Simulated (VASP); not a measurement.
# Nb (Fm-3m) in VASP: settings compared, part 2 of 2

VASP 6.6.1. Earlier steps stand in the parts before.

### 5 Single point, PBEsol, non-collinear spin, zero start, spin-orbit coupling

The input, INCAR:

```
SYSTEM = Nb
PREC = Accurate
ENCUT = 520
EDIFF = 1E-7
ISMEAR = -1
SIGMA = 0.05
LREAL = .False.
LASPH = .True.
NELM = 150
ALGO = Normal
ISIF = 2
LWAVE = .False.
LCHARG = .False.
MAGMOM = 0 0 0
LORBIT = 11
LSORBIT = .True.
GGA_COMPAT = .False.
LORBMOM = .True.
LMAXMIX = 4
GGA = PS
NBANDS = 24
```

The input, KPOINTS:

```
Automatic mesh
0
Gamma
  11 11 11
  0 0 0
```

The input, POSCAR:

```
Nb
1.0
    0.0000000000      2.1150000000      2.1150000000
    2.1150000000      0.0000000000      2.1150000000
    2.1150000000      2.1150000000      0.0000000000
Nb
1
Direct
    0.0000000000      0.0000000000      0.0000000000
```

Potentials or basis: VASP PAW PBE potentials, release 64 (Nb_sv).

On the command line:

```console
> cat potpaw_PBE.64/Nb_sv/POTCAR > POTCAR
> mpirun -np 1 vasp_ncl > vasp.out
```

OUTCAR:

```text
SYSTEM = Nb
   PREC = Accurate
   ENCUT = 520
   EDIFF = 1E-7
   ISMEAR = -1
   LREAL = .False.
   LASPH = .True.
   NELM = 150
   ISIF = 2
   LORBIT = 11
   LSORBIT = .True.
   GGA = PS

 ion  position               nearest neighbor table
   1  0.000  0.000  0.000-

  LATTYP: Found a face centered cubic cell.
 ALAT       =     4.2300000000

  Lattice vectors:

 A1 = (   0.0000000000,   2.1150000000,   2.1150000000)
 A2 = (   2.1150000000,   0.0000000000,   2.1150000000)
 A3 = (   2.1150000000,   2.1150000000,   0.0000000000)

Analysis of symmetry for initial positions (statically):
=====================================================================
 Subroutine PRICEL returns:
 Original cell was already a primitive cell.

 Routine SETGRP: Setting up the symmetry group for a
 face centered cubic supercell.

 Subroutine GETGRP returns: Found 48 space group operations
 (whereof 48 operations were pure point group operations)
 out of a pool of 48 trial point group operations.

The static configuration has the point symmetry O_h .

Analysis of symmetry for dynamics (positions and initial velocities):
=====================================================================
 Subroutine PRICEL returns:
 Original cell was already a primitive cell.

 Routine SETGRP: Setting up the symmetry group for a
 face centered cubic supercell.

 Subroutine GETGRP returns: Found 48 space group operations
 (whereof 48 operations were pure point group operations)
 out of a pool of 48 trial point group operations.

The dynamic configuration has the point symmetry O_h .

Analysis of structural, dynamic, and magnetic symmetry:
=====================================================================
 Subroutine PRICEL returns:
 Original cell was already a primitive cell.

 Routine SETGRP: Setting up the symmetry group for a
 face centered cubic supercell.

 Subroutine GETGRP returns: Found 48 space group operations
 (whereof 48 operations were pure point group operations)
 out of a pool of 48 trial point group operations.

The overall configuration has the point symmetry O_h .

 Subroutine INISYM returns: Found 48 space group operations
 (whereof 48 operations are pure point group operations),
 and found     1 'primitive' translations

----------------------------------------------------------------------------------------

                                     Primitive cell

  volume of cell :      18.9217

  direct lattice vectors                    reciprocal lattice vectors
     0.000000000  2.115000000  2.115000000    -0.236406619  0.236406619  0.236406619
     2.115000000  0.000000000  2.115000000     0.236406619 -0.236406619  0.236406619
     2.115000000  2.115000000  0.000000000     0.236406619  0.236406619 -0.236406619

  length of vectors
     2.991061684  2.991061684  2.991061684     0.409468276  0.409468276  0.409468276

  position of ions in fractional coordinates (direct lattice)
     0.000000000  0.000000000  0.000000000

  ion indices of the primitive-cell ions
   primitive index   ion index
[... 96 lines left out ...]
  Thomas-Fermi vector in A             =   2.562841
   LORBIT       =     11    0 simple, 1 ext, 2 COOP (PROOUT), +10 PAW based schemes
   GGA     = PS    functional components
   LHFCALC =     F    Hartree Fock is set to
   AEXX    =    0.0000 exact exchange contribution
   IVDW    =     0    specifies the selected vdW correction
   LEPSILON=     F    determine dielectric tensor
   LRPA    =     F    only Hartree local field effects (RPA)
  energy-cutoff  :      520.00
  volume of cell :       18.92
 maximum number of plane-waves:      1064
   NGX = 11   NGY = 11   NGZ = 11

 number of electron      13.0000000 magnetization       0.0000000      0.0000000      0.0000000

 number of electron      13.0000001 magnetization       0.0000000     -0.0000000     -0.0000000

 number of electron      13.0000001 magnetization      -0.0000000      0.0000000      0.0000000

 Free energy of the ion-electron system (eV)
  ---------------------------------------------------
  ext. energy  EPLUGINS =         0.00000000
  ---------------------------------------------------
  free energy    TOTEN  =       -10.68352053 eV

  energy without entropy =      -10.67164345  energy(sigma->0) =      -10.67758199

 E-fermi :  10.7383     XC(G=0): -12.3766

 val. band max:       10.7320158239   @ k =   0.4545   0.0000   0.0000
 cond. band min:      10.7511332065   @ k =  -0.1818   0.1818   0.0000
 fundamental gap:      0.0191173826
 Fermi energy:        10.7382511343

 k-point     1 :       0.0000    0.0000    0.0000
  band No.  band energies     occupation
      1     -43.9682      1.00000
      2     -43.9682      1.00000
      3     -20.8243      1.00000
      4     -20.8243      1.00000
      5     -18.6926      1.00000
      6     -18.6926      1.00000
[... 637 lines left out ...]
     23      26.5860      0.00000
     24      26.5860      0.00000

 [... further k-points ...]

------------------------ aborting loop because EDIFF is reached ----------------------------------------

  FORCE on cell =-STRESS in cart. coord.  units (eV):
  Direction    XX          YY          ZZ          XY          YZ          ZX
  --------------------------------------------------------------------------------------
  -------------------------------------------------------------------------------------
  Total       -0.9042153     -0.9042153     -0.9042153      0.0000000      0.0000000      0.0000000
  in kB      -76.5634183    -76.5634183    -76.5634183      0.0000000      0.0000000      0.0000000
  external PRESSURE =     -76.5634183 kB  Pullay stress =       0.0000000 kB

 VOLUME and BASIS-vectors are now :
 -----------------------------------------------------------------------------
  energy-cutoff  :      520.00
  volume of cell :       18.92
      direct lattice vectors                 reciprocal lattice vectors
     0.000000000  2.115000000  2.115000000    -0.236406619  0.236406619  0.236406619
     2.115000000  0.000000000  2.115000000     0.236406619 -0.236406619  0.236406619
     2.115000000  2.115000000  0.000000000     0.236406619  0.236406619 -0.236406619

 POSITION                                       TOTAL-FORCE (eV/Angst)
 -----------------------------------------------------------------------------------
      0.00000      0.00000      0.00000         0.000000      0.000000      0.000000
 -----------------------------------------------------------------------------------
    total drift:                               -0.000000      0.000000     -0.000000

  FREE ENERGIE OF THE ION-ELECTRON SYSTEM (eV)
  ---------------------------------------------------
  free  energy   TOTEN  =       -10.6835205303 eV

  energy  without entropy=      -10.6716434452  energy(sigma->0) =      -10.67758199

 orbital moment (x)

 # of ion     p       d       tot
 ----------------------------------------
  1         0.000   0.000   0.000
 ----------------------------------------
            0.000   0.000   0.000

 orbital moment (y)

 # of ion     p       d       tot
 ----------------------------------------
  1         0.000   0.000   0.000
 ----------------------------------------
            0.000   0.000   0.000

 orbital moment (z)

 # of ion     p       d       tot
 ----------------------------------------
  1         0.000   0.000   0.000
 ----------------------------------------
            0.000   0.000   0.000

 Spin-Orbit-Coupling matrix elements

 Ion:    1  E_soc:     -0.1789552
 l=   1
     0.0000000    -0.0269529    -0.0269529
    -0.0269529     0.0000000    -0.0269529
    -0.0269529    -0.0269529     0.0000000
 l=   2
     0.0000000    -0.0007056     0.0000000    -0.0007056    -0.0021674
    -0.0007056     0.0000000    -0.0016255    -0.0007056    -0.0005418
     0.0000000    -0.0016255     0.0000000    -0.0016255     0.0000000
    -0.0007056    -0.0007056    -0.0016255     0.0000000    -0.0005418
    -0.0021674    -0.0005418     0.0000000    -0.0005418     0.0000000
 l=   3
     0.0000000     0.0000000     0.0000000     0.0000000     0.0000000     0.0000000     0.0000000
     0.0000000     0.0000000     0.0000000     0.0000000     0.0000000     0.0000000     0.0000000
     0.0000000     0.0000000     0.0000000     0.0000000     0.0000000     0.0000000     0.0000000
     0.0000000     0.0000000     0.0000000     0.0000000     0.0000000     0.0000000     0.0000000
     0.0000000     0.0000000     0.0000000     0.0000000     0.0000000     0.0000000     0.0000000
     0.0000000     0.0000000     0.0000000     0.0000000     0.0000000     0.0000000     0.0000000
     0.0000000     0.0000000     0.0000000     0.0000000     0.0000000     0.0000000     0.0000000

 total charge

# of ion       s       p       d       tot
------------------------------------------
    1        2.222   5.999   2.411  10.632

 magnetization (x)

# of ion       s       p       d       tot
------------------------------------------
    1        0.000  -0.000   0.000   0.000

 magnetization (y)

# of ion       s       p       d       tot
------------------------------------------
    1        0.000  -0.000   0.000   0.000

 magnetization (z)

# of ion       s       p       d       tot
------------------------------------------
    1        0.000   0.000   0.000   0.000
```

OSZICAR:

```text
N       E                     dE             d eps       ncg     rms          rms(c)
DAV:   1     0.142952684212E+03    0.14295E+03   -0.71390E+03  2688   0.113E+03
DAV:   2    -0.222048316556E+01   -0.14517E+03   -0.13996E+03  2944   0.439E+02
DAV:   3    -0.108838212792E+02   -0.86633E+01   -0.83646E+01  5032   0.842E+01
DAV:   4    -0.112281504792E+02   -0.34433E+00   -0.33847E+00  3576   0.133E+01
DAV:   5    -0.112398479359E+02   -0.11697E-01   -0.11679E-01  4200   0.252E+00    0.680E+00
DAV:   6    -0.107408384536E+02    0.49901E+00   -0.69400E-01  3936   0.106E+01    0.231E+00
DAV:   7    -0.106794747558E+02    0.61364E-01   -0.25876E-01  4424   0.580E+00    0.107E+00
DAV:   8    -0.106831826935E+02   -0.37079E-02   -0.16230E-02  3816   0.154E+00    0.760E-01
DAV:   9    -0.106836098943E+02   -0.42720E-03   -0.18555E-03  3912   0.520E-01    0.951E-02
DAV:  10    -0.106835270937E+02    0.82801E-04   -0.33455E-04  4344   0.222E-01    0.266E-02
DAV:  11    -0.106835204779E+02    0.66158E-05   -0.23931E-05  3544   0.693E-02    0.158E-02
DAV:  12    -0.106835206178E+02   -0.13990E-06   -0.30155E-06  3432   0.259E-02    0.177E-03
DAV:  13    -0.106835205303E+02    0.87518E-07   -0.84642E-08  2944   0.346E-03
   1 F= -.10683521E+02 E0= -.10677582E+02  d E =-.118771E-01  mag=    -0.0000     0.0000     0.0000
```

Wall time 22 s (1 thread of Intel Xeon 6975P-C (Granite Rapids), shared host); peak memory 0.21 GiB.

Results:

```yaml
Free_energy: -10.6835 eV
Pressure: -7.7 GPa
Net_moment: 0.00 μB per cell
Valence_electrons_inside_the_program's_atomic_spheres: Nb 10.63
```

Moments on the atoms (μB; x, y, z):
```
Nb  0.00 0.00 0.00
```

Caveat: the PAW data sets were made with another functional, which shifts forces and pressure a little.

### 6 Single point, r2SCAN

This run uses another cell than the first one, of 19.68 Å³/atom, 1.040 times its volume.

The input, POSCAR:

```
Nb
1.0
    0.0000000000      2.1428321391      2.1428321391
    2.1428321391      0.0000000000      2.1428321391
    2.1428321391      2.1428321391      0.0000000000
Nb
1
Direct
    0.0000000000      0.0000000000      0.0000000000
```

The input, INCAR.step1:

```
SYSTEM = Nb
ALGO = Normal ; EDIFF = 1E-4
ENCUT = 520 ; GGA = PE
ISMEAR = -1 ; LASPH = .TRUE.
LCHARG = .FALSE. ; LREAL = .FALSE.
LWAVE = .TRUE. ; NBANDS = 12
NELM = 100 ; PREC = Accurate
SIGMA = 0.05
```

The input, INCAR.step2:

```
SYSTEM = Nb
ALGO = Normal ; EDIFF = 1E-7
ENCUT = 520 ; ISIF = 2
ISMEAR = -1 ; ISTART = 1
LASPH = .TRUE. ; LCHARG = .TRUE.
LELF = .TRUE. ; LMIXTAU = .TRUE.
LREAL = .FALSE. ; LVHAR = .TRUE.
LWAVE = .FALSE. ; METAGGA = R2SCAN
NBANDS = 12 ; NELM = 100
PREC = Accurate ; SIGMA = 0.05
```

The input, KPOINTS:

```
k-points
0
G
  11 11 11
  0 0 0
```

Potentials or basis: VASP PAW PBE potentials, release 64 (Nb_sv).

On the command line:

```console
> cat potpaw_PBE.64/Nb_sv/POTCAR > POTCAR
> cp INCAR.step1 INCAR
> mpirun -np 1 vasp_std > vasp.out
> cp INCAR.step2 INCAR
> mpirun -np 1 vasp_std > vasp.out
```

Run time: 3.1 min. Hardware: 1 thread of AMD EPYC 7R13, shared host; peak memory 0.12 GiB.

Results (log left out):

| Quantity | Value |
| --- | --- |
| Free energy | -24.4875 eV |
| Pressure | -8.2 GPa |

Levels at points of the mesh, in eV from the Fermi level:
```tsv
k point	band 2	band 3	band 4	band 5	band 6	band 7	band 8	band 9	band 10	band 11
(0.00, 0.00, 0.00)	-31.45	-31.45	-31.45	-6.53	0.13	0.13	0.13	2.78	2.78	12.15
```

Caveat: the PAW data sets were made with another functional, which shifts forces and pressure a little.

### 7 Summary

| task | level | spin | cell | cutoff (eV) | gap on the mesh (eV) | pressure (GPa) | relaxed volume (Å³/atom) |
| --- | --- | --- | --- | --- | --- | --- | --- |
| relaxation of cell and atoms | revPBE+D3(BJ) | off | relaxed from a = 2.991 Å, angles 60.0°, 1 atom | 600 | none | 0.1 | 17.57 |
| relaxation of cell and atoms | revPBE+D4 | off | relaxed from a = 2.991 Å, angles 60.0°, 1 atom | 600 | none | 0.0 | 18.43 |
| relaxation of cell and atoms | BLYP+D3(BJ) | off | relaxed from a = 2.991 Å, angles 60.0°, 1 atom | 600 | none | -0.1 | 17.67 |
| single point | PBEsol | non-collinear, zero start, SOC | a = 2.991 Å, angles 60.0°, 1 atom | 520 | - | -7.7 | - |
| single point | r2SCAN | off | a = 3.030 Å, angles 60.0°, 1 atom | 520 | none | -8.2 | - |

Alike in all rows: potentials or basis VASP PAW PBE potentials, release 64 (Nb_sv); k mesh 11 × 11 × 11; smearing fermi-dirac 0.05 eV.

Caveats: the PAW data sets were made with another functional, which shifts forces and pressure a little; pairwise dispersion overbinds metals, which lowers pressure and volume (some runs).

Total energies depend on the potentials used, so only differences within one code and one set of settings carry meaning.
